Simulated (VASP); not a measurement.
# Se (Pm-3m) in VASP: notebook

Aim: see how the results for Se move with the level of theory and the settings. Levels: PBEsol+D3(BJ), PBEsol+D4. Tasks: single point.

Everything below comes from runs of VASP 6.6.1. Logs are shortened: lines on timing, memory, paths and dates and some standing lists are left out, and cuts for length are marked.

## Step 1: The cell of the first run

The structure is cubic, space group Pm-3m (No. 221). The conventional cell has a = 2.765 Å, b = 2.765 Å, c = 2.765 Å, α = 90.00°, β = 90.00°, γ = 90.00°. Within 3.6 Å of Se (site symmetry m-3m) lie 6 Se at 2.76 Å.

## Step 2: Single point, PBEsol+D3(BJ)

Input file INCAR:

```
PREC = Accurate
ENCUT = 520
EDIFF = 1E-6
ISMEAR = -1
SIGMA = 0.05
LREAL = F
LASPH = T
NELM = 100
ALGO = Normal
ISIF = 2
LWAVE = F
LCHARG = F
GGA = PS
IVDW = 12
NBANDS = 9
```

Input file KPOINTS:

```
regular mesh
0
Gamma
  9 9 9
```

Input file POSCAR:

```
Se
1.0
    2.7645343513      0.0000000000      0.0000000000
    0.0000000000      2.7645343513      0.0000000000
    0.0000000000      0.0000000000      2.7645343513
Se
1
Direct
    0.0000000000      0.0000000000      0.0000000000
```

Potentials or basis: VASP PAW PBE potentials, release 64 (Se).

Run with:

```console
$ cat potpaw_PBE.64/Se/POTCAR > POTCAR
$ mpirun -np 1 vasp_std > vasp.out
```

OUTCAR:

```text
PREC = Accurate
   ENCUT = 520
   EDIFF = 1E-6
   ISMEAR = -1
   LREAL = F
   LASPH = T
   NELM = 100
   ISIF = 2
   GGA = PS
   IVDW = 12
 IVDW          = 12

 ion  position               nearest neighbor table
   1  0.000  0.000  0.000-

  LATTYP: Found a simple cubic cell.
 ALAT       =     2.7645343513

  Lattice vectors:

 A1 = (   2.7645343513,   0.0000000000,   0.0000000000)
 A2 = (   0.0000000000,   2.7645343513,   0.0000000000)
 A3 = (   0.0000000000,   0.0000000000,   2.7645343513)

Analysis of symmetry for initial positions (statically):
=====================================================================
 Subroutine PRICEL returns:
 Original cell was already a primitive cell.

 Routine SETGRP: Setting up the symmetry group for a
 simple cubic supercell.

 Subroutine GETGRP returns: Found 48 space group operations
 (whereof 48 operations were pure point group operations)
 out of a pool of 48 trial point group operations.

The static configuration has the point symmetry O_h .

Analysis of symmetry for dynamics (positions and initial velocities):
=====================================================================
 Subroutine PRICEL returns:
 Original cell was already a primitive cell.

 Routine SETGRP: Setting up the symmetry group for a
 simple cubic supercell.

 Subroutine GETGRP returns: Found 48 space group operations
 (whereof 48 operations were pure point group operations)
 out of a pool of 48 trial point group operations.

The dynamic configuration has the point symmetry O_h .

 Subroutine INISYM returns: Found 48 space group operations
 (whereof 48 operations are pure point group operations),
 and found     1 'primitive' translations

----------------------------------------------------------------------------------------

                                     Primitive cell

  volume of cell :      21.1284

  direct lattice vectors                    reciprocal lattice vectors
     2.764534351  0.000000000  0.000000000     0.361724570  0.000000000  0.000000000
     0.000000000  2.764534351  0.000000000     0.000000000  0.361724570  0.000000000
     0.000000000  0.000000000  2.764534351     0.000000000  0.000000000  0.361724570

  length of vectors
     2.764534351  2.764534351  2.764534351     0.361724570  0.361724570  0.361724570

  position of ions in fractional coordinates (direct lattice)
     0.000000000  0.000000000  0.000000000

  ion indices of the primitive-cell ions
   primitive index   ion index
                 1           1

----------------------------------------------------------------------------------------

 KPOINTS: regular mesh

Automatic generation of k-mesh.
 Grid dimensions read from file:
 generate k-points for:    9    9    9

 Generating k-lattice:

  Cartesian coordinates                     Fractional coordinates (reciprocal lattice)
     0.040191619  0.000000000  0.000000000     0.111111111  0.000000000  0.000000000
     0.000000000  0.040191619  0.000000000     0.000000000  0.111111111  0.000000000
     0.000000000  0.000000000  0.040191619     0.000000000  0.000000000  0.111111111

  Length of vectors
     0.040191619  0.040191619  0.040191619

  Shift w.r.t. Gamma in fractional coordinates (k-lattice)
     0.000000000  0.000000000  0.000000000

 Subroutine IBZKPT returns following result:
 ===========================================

 Found     35 irreducible k-points:

 Following reciprocal coordinates:
            Coordinates               Weight
  0.000000  0.000000  0.000000      1.000000
  0.111111  0.000000  0.000000      6.000000
  0.222222  0.000000  0.000000      6.000000
  0.333333  0.000000  0.000000      6.000000
  0.444444  0.000000  0.000000      6.000000
  0.111111  0.111111  0.000000     12.000000
[... 16 lines left out ...]
  0.333333  0.333333  0.111111     24.000000
  0.444444  0.333333  0.111111     48.000000
 [... further k-points ...]
   k-points           NKPTS =     35   k-points in BZ     NKDIM =     35   number of bands    NBANDS=      9
   number of dos      NEDOS =    301   number of ions     NIONS =      1
   total plane-waves  NPLWV =  13824
   dimension x,y,z NGX =    24 NGY =   24 NGZ =   24
   dimension x,y,z NGXF=    48 NGYF=   48 NGZF=   48
   ions per type =               1
   NGX,Y,Z   is equivalent  to a cutoff of  14.43, 14.43, 14.43 a.u.
   NGXF,Y,Z  is equivalent  to a cutoff of  28.86, 28.86, 28.86 a.u.
 SYSTEM =  unknown system
   PREC   = accura    normal or accurate (medium, high low for compatibility)
   ISTART =      0    job   : 0-new  1-cont  2-samecut
   ICHARG =      2    charge: 1-file 2-atom 10-const
   ISPIN  =      1    spin polarized calculation?
   LNONCOLLINEAR =      F non collinear calculations
   LSORBIT =      F    spin-orbit coupling
   LASPH  =      T    aspherical Exc in radial PAW
   ENCUT  =  520.0 eV  38.22 Ry    6.18 a.u.   5.14  5.14  5.14*2*pi/ulx,y,z
   NELM   =    100;   NELMIN=  2; NELMDL= -5     # of ELM steps
   EDIFF  = 0.1E-05   stopping-criterion for ELM
   LREAL  =      F    real-space projection
   EDIFFG = 0.1E-04   stopping-criterion for IOM
   NSW    =      0    number of steps for IOM
   IBRION =     -1    ionic relax: 0-MD 1-quasi-New 2-CG
   NFREE  =      0    steps in history (QN), initial steepest desc. (CG)
   ISIF   =      2    stress and relaxation
   ISYM   =      2    0-nonsym 1-usesym 2-fastsym
   POTIM  = 0.5000    time-step for ionic-motion
   TEBEG  =    0.0;   TEEND  =   0.0 temperature during run
   PSTRESS=    0.0 pullay stress
   NELECT =       6.0000    total number of electrons
   NUPDOWN=      -1.0000    fix difference up-down
   EMIN   =  10.00;   EMAX   =-10.00  energy-range for DOS
   EFERMI =   0.00;   METHOD = LEGACY
   ISMEAR =    -1;   SIGMA  =   0.05  broadening in eV -4-tet -1-fermi 0-gaus
   EFERMI_NEDOS =   21; number of points for ismear=-14 and -15
   IALGO  =     38    algorithm
   IMIX   =      4    mixing-type and parameters
     AMIX     =   0.40;   BMIX     =  1.00
     AMIX_MAG =   1.60;   BMIX_MAG =  1.00
  volume/ion in A,a.u.               =      21.13       142.58
  Fermi-wavevector in a.u.,A,eV,Ry     =   1.076060  2.033459 15.754263  1.157906
  Thomas-Fermi vector in A             =   2.211934
   LORBIT       =      0    0 simple, 1 ext, 2 COOP (PROOUT), +10 PAW based schemes
   GGA     = PS    functional components
   LHFCALC =     F    Hartree Fock is set to
   AEXX    =    0.0000 exact exchange contribution
   IVDW    =    12    specifies the selected vdW correction
   LEPSILON=     F    determine dielectric tensor
   LRPA    =     F    only Hartree local field effects (RPA)
 non-spin polarized calculation
  energy-cutoff  :      520.00
  volume of cell :       21.13
 maximum number of plane-waves:       587
 NGX is ok and might be reduce to    24
   NGX = 11   NGY = 11   NGZ = 11

 number of electron       6.0000001 magnetization

 Free energy of the ion-electron system (eV)
  ---------------------------------------------------
  ext. energy  EPLUGINS =         0.00000000
  ---------------------------------------------------
  free energy    TOTEN  =        -3.75309196 eV

  energy without entropy =       -3.74643466  energy(sigma->0) =       -3.74976331

 E-fermi :   5.4208     XC(G=0): -10.3786

 val. band max:        5.3952407433   @ k =   0.4444   0.3333   0.2222
 cond. band min:       5.5163060292   @ k =   0.1111   0.1111   0.1111
 fundamental gap:      0.1210652858
 Fermi energy:         5.4207523136

 k-point     1 :       0.0000    0.0000    0.0000
  band No.  band energies     occupation
      1     -11.2547      2.00000
      2       6.9133      0.00000
      3       6.9133      0.00000
      4       6.9133      0.00000
      5      13.0298      0.00000
      6      13.0298      0.00000
      7      13.4457      0.00000
      8      28.3149      0.00000
      9      28.3149      0.00000

 k-point     2 :       0.1111    0.0000    0.0000
  band No.  band energies     occupation
      1     -11.0644      2.00000
      2       5.0829      1.99768
      3       7.0649      0.00000
      4       7.0649      0.00000
      5      13.2172      0.00000
      6      13.5223      0.00000
      7      15.3779      0.00000
      8      25.7362      0.00000
      9      25.7362      0.00000

 k-point     3 :       0.2222    0.0000    0.0000
  band No.  band energies     occupation
      1     -10.5198      2.00000
      2       2.1704      2.00000
      3       7.4817      0.00000
      4       7.4817      0.00000
      5      13.7553      0.00000
      6      14.1922      0.00000
      7      19.1066      0.00000
      8      22.8129      0.00000
      9      22.8129      0.00000

 k-point     4 :       0.3333    0.0000    0.0000
  band No.  band energies     occupation
      1      -9.7338      2.00000
      2      -0.3636      2.00000
      3       8.0309      0.00000
      4       8.0309      0.00000
      5      14.5384      0.00000
      6      15.2831      0.00000
      7      20.3905      0.00000
      8      20.5356      0.00000
      9      20.5356      0.00000
[... 205 lines left out ...]
 k-point    22 :       0.4444    0.2222    0.1111
  band No.  band energies     occupation
      1      -8.1187      2.00000
      2      -1.0786      2.00000
      3       4.2742      2.00000
      4       7.4591      0.00000
      5      12.4363      0.00000
      6      16.5898      0.00000
      7      18.7740      0.00000
      8      21.3453      0.00000
      9      23.8075      0.00000

 k-point    23 :       0.3333    0.3333    0.1111
  band No.  band energies     occupation
      1      -8.0262      2.00000
      2       1.1523      2.00000
      3       1.2878      2.00000
      4       7.5548      0.00000
      5      11.4306      0.00000
      6      17.6856      0.00000
      7      19.2050      0.00000
      8      19.9372      0.00000
      9      25.8716      0.00000

 k-point    24 :       0.4444    0.3333    0.1111
  band No.  band energies     occupation
      1      -7.3324      2.00000
      2      -0.3589      2.00000
      3       1.8157      2.00000
      4       8.0276      0.00000
      5       9.9540      0.00000
      6      17.3848      0.00000
      7      19.0308      0.00000
      8      20.5817      0.00000
      9      25.4313      0.00000

 [... further k-points ...]

------------------------ aborting loop because EDIFF is reached ----------------------------------------

 Edisp (eV)   -0.35564

 E8    (eV) :    -0.2243

  FORCE on cell =-STRESS in cart. coord.  units (eV):
  Direction    XX          YY          ZZ          XY          YZ          ZX
  --------------------------------------------------------------------------------------
  -------------------------------------------------------------------------------------
  Total      -0.03180    -0.03180    -0.03180    -0.00000     0.00000    -0.00000
  in kB      -2.41115    -2.41115    -2.41115    -0.00000     0.00000    -0.00000
  external pressure =       -2.41 kB  Pullay stress =        0.00 kB

 VOLUME and BASIS-vectors are now :
 -----------------------------------------------------------------------------
  energy-cutoff  :      520.00
  volume of cell :       21.13
      direct lattice vectors                 reciprocal lattice vectors
     2.764534351  0.000000000  0.000000000     0.361724570  0.000000000  0.000000000
     0.000000000  2.764534351  0.000000000     0.000000000  0.361724570  0.000000000
     0.000000000  0.000000000  2.764534351     0.000000000  0.000000000  0.361724570

 POSITION                                       TOTAL-FORCE (eV/Angst)
 -----------------------------------------------------------------------------------
      0.00000      0.00000      0.00000         0.000000      0.000000      0.000000
 -----------------------------------------------------------------------------------
    total drift:                               -0.000000      0.000000      0.000000

  FREE ENERGIE OF THE ION-ELECTRON SYSTEM (eV)
  ---------------------------------------------------
  free  energy   TOTEN  =        -4.1087288168 eV

  energy  without entropy=       -4.1020715203  energy(sigma->0) =       -4.10540017
```

Wall time 6.6 s (1 thread of Intel Xeon 6975P-C, shared host); peak memory 0.14 GiB.

What came out:

```
Free energy                : -4.1087 eV
Pressure                   : -0.2 GPa
Band gap on the k mesh     : zero (band 3 reaches 8.45 eV, above the bottom of band 4 at 1.97 eV)
Dispersion energy per atom : -0.356 eV
```

Caveat: three body term missing; the PAW data sets were made with another functional, which shifts forces and pressure a little; pairwise dispersion overbinds metals, which lowers pressure and volume.

## Step 3: Single point, PBEsol+D4

This run uses another cell than the first one, of 21.26 Å³/atom, 1.006 times its volume.

Input file INCAR:

```
PREC     = Accurate       # precision mode
ENCUT    = 520            # plane-wave cutoff, eV
EDIFF    = 1E-6           # SCF threshold, eV
ISMEAR   = -1             # smearing method
SIGMA    = 0.05           # smearing width, eV
LREAL    = F              # projectors in reciprocal space
LASPH    = T              # aspherical terms in the spheres
NELM     = 80             # most SCF steps
ALGO     = Normal         # electronic algorithm
ISIF     = 2              # what is computed and relaxed
LWAVE    = F              # write WAVECAR
LCHARG   = T              # write CHGCAR
GGA      = PS             # functional
IVDW     = 13             # dispersion correction
LELF     = T              # ELF
LVHAR    = T            
NBANDS   = 9              # bands
```

KPOINTS is that of step 2.

Input file POSCAR:

```
Se
1.0
    2.7703502857      0.0000000000      0.0000000000
    0.0000000000      2.7703502857      0.0000000000
    0.0000000000      0.0000000000      2.7703502857
Se
1
Direct
    0.0000000000      0.0000000000      0.0000000000
```

Potentials or basis: VASP PAW PBE potentials, release 64 (Se).

Run with:

```console
$ cat potpaw_PBE.64/Se/POTCAR > POTCAR
$ mpirun -np 1 vasp_std > vasp.out
```

Run time: 7.4 s. Hardware: 1 thread of Intel Xeon 6975P-C, shared host; peak memory 0.13 GiB.

It converged, with:

| Item | Value |
| --- | --- |
| Free energy | -4.0106 eV |
| Pressure | 0.1 GPa |
| Band gap on the k mesh | zero (band 3 reaches 8.34 eV, above the bottom of band 4 at 1.91 eV) |
| Dispersion energy per atom | -0.256 eV |

Levels at points of the mesh, in eV from the Fermi level:
```csv
k point,band 1,band 2,band 3,band 4,band 5,band 6,band 7,band 8
"(0.00, 0.00, 0.00)",-16.61,1.49,1.49,1.49,7.62,7.62,7.99,22.83
```

Caveat: the PAW data sets were made with another functional, which shifts forces and pressure a little; pairwise dispersion overbinds metals, which lowers pressure and volume.

[end of part 1 of 2]
